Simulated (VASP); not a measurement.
Rh: single point with r2SCAN

The system is Rh.

```
CELL_PARAMETERS angstrom
0.00000 1.94953 1.94953
1.94953 0.00000 1.94953
1.94953 1.94953 0.00000
ATOMIC_POSITIONS crystal
Rh 0.00000 0.00000 0.00000
```

This cell differs from its parent crystal: volume scaled by 1.08.

```json
{
 "Program": "VASP 6.6.1",
 "Task": "single point",
 "Functional": "r2SCAN",
 "Potentials or basis": "VASP PAW PBE potentials, release 64 (Rh_pv)",
 "Cutoff": "520 eV",
 "k mesh": "23 × 23 × 23",
 "Occupations": "fermi-dirac, width 0.05 eV",
 "Spin": "collinear spin, ferromagnetic start",
 "Starting moments": "[1.0] μB",
 "Dipole correction": "no",
 "Further INCAR settings": "ALGO = Normal; EDIFF = 1e-07; NBANDS = 18"
}
```

| Quantity | Value |
| --- | --- |
| Pressure | -16.9 GPa |
| Net moment | 0.00 μB per cell |
| Valence electrons inside the program's atomic spheres | Rh 13.70 |

Levels at points of the mesh, in eV from the Fermi level:
Spin up:
| k point | band 4 | band 5 | band 6 | band 7 | band 8 | band 9 | band 10 | band 11 |
| --- | --- | --- | --- | --- | --- | --- | --- | --- |
| (0.00, 0.00, 0.00) | -7.61 | -2.82 | -2.82 | -2.82 | -0.96 | -0.96 | 16.74 | 17.51 |
Spin down:
```tsv
k point	band 5	band 6	band 7	band 8	band 9	band 10
(0.00, 0.00, 0.00)	-2.82	-2.82	-2.82	-0.96	-0.96	16.74
```

Run time: 21 min on 1 thread of AMD EPYC 7R13 Processor (Zen 3) (shared host), peak memory 0.23 GiB.

Caveat: the PAW data sets were made with another functional, which shifts forces and pressure a little.
